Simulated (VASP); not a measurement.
Runs of VASP 6.6.1 on HCl. The structure is that of space group I4/mmm (No. 139), or close to it. The cells are those of the table. 

```tsv
cell	gap on the mesh (eV)	pressure (GPa)
a = 3.969, b = 3.969, c = 4.065 Å, angles 59.2, 59.2, 61.6°, 2 atoms	none	-9.5
a = 3.873, b = 3.873, c = 3.968 Å, angles 59.2, 59.2, 61.6°, 2 atoms	none	(a)
a = 3.922, b = 3.922, c = 3.775 Å, angles 61.2, 61.2, 57.5°, 2 atoms	none	-10.4
a = 3.922, b = 3.922, c = 4.065 Å, angles 58.8, 58.8, 62.4°, 2 atoms	none	(b)
a = 3.826, b = 3.826, c = 3.678 Å, angles 61.3, 61.3, 57.5°, 2 atoms	none	-10.9
```

Alike in all rows: task single point; level PBEsol; potentials or basis VASP PAW PBE potentials, release 64 (H, Cl); no spin polarisation; k mesh 16 × 16 × 16; cutoff (eV) 520; smearing gaussian 0.15 eV.

Fill in the values left out.

(a) -10.2; (b) -9.8.

Caveats: the PAW data sets were made with another functional, which shifts forces and pressure a little.

A gap of «none» marks levels without a gap at the run's occupations.
